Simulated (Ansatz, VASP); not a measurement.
## SnTe in VASP and in Ansatz

```xyz
2
Lattice="0.0000 3.1433 3.1433 3.1433 0.0000 3.1433 3.1433 3.1433 0.0000" Properties=species:S:1:pos:R:3 pbc="T T T"
Sn    0.0000    0.0000    0.0000
Te    3.1433    3.1433    3.1433
```

Change from the starting cell: volume scaled by 1, crystal datasets.

Alike in both runs: task single point; functional PBEsol; k mesh 11 × 11 × 11; occupations fermi-dirac, width 0.08 eV; no spin polarisation.

```csv
,VASP,Ansatz
version,VASP 6.6.1,Ansatz 0.2.0
potentials or method,"VASP PAW PBE potentials, release 64 (Sn_d, Te), cutoff 500 eV","all-electron PAW with datasets made for the crystal, scalar-relativistic"
```

```tsv
	VASP	Ansatz	Ansatz less VASP
pressure (GPa)	0.0	0.0	+0.02
```

VASP's potentials were made for PBE, not for PBEsol. Ansatz ran all-electron here, and VASP with PAW potentials.

Spin-orbit coupling is off throughout.
